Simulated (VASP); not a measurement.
Hg, 1 atom in the cell. The typed cell holds 1 atom: a = 3.288 Å, b = 3.288 Å, c = 3.797 Å, α = 54.73°, β = 54.73°, γ = 70.53°.  This cell differs from its parent crystal: ratio of the length along z to the lengths across it x 0.707, volume and fractional coordinates fixed.

```yaml
Program: VASP 6.6.1
Task: single point
Functional: PBEsol
Potentials_or_basis: VASP PAW PBE potentials, release 64 (Hg)
Cutoff: 520 eV
k_mesh: 20 × 20 × 20
Occupations: gaussian, width 0.15 eV
Spin: no spin polarisation
Dipole_correction: no
Further_INCAR_settings: ALGO = Fast; EDIFF = 1e-06; NBANDS = 12
```

Potentials or basis: VASP PAW PBE potentials, release 64 (Hg).

The run is started by

```console
$ cat potpaw_PBE.64/Hg/POTCAR > POTCAR
$ mpirun -np 1 vasp_std > vasp.out
```

Hardware: 1 thread of Oxide Virtual Turin-like Processor, on a shared host.

Problem. How long does it take, and how much memory?

Solution. Run time: 2.4 min on 1 thread of Oxide Virtual Turin-like Processor, with other jobs on the host, peak memory 0.27 GiB. Counts: scf iterations 11, k points 641.
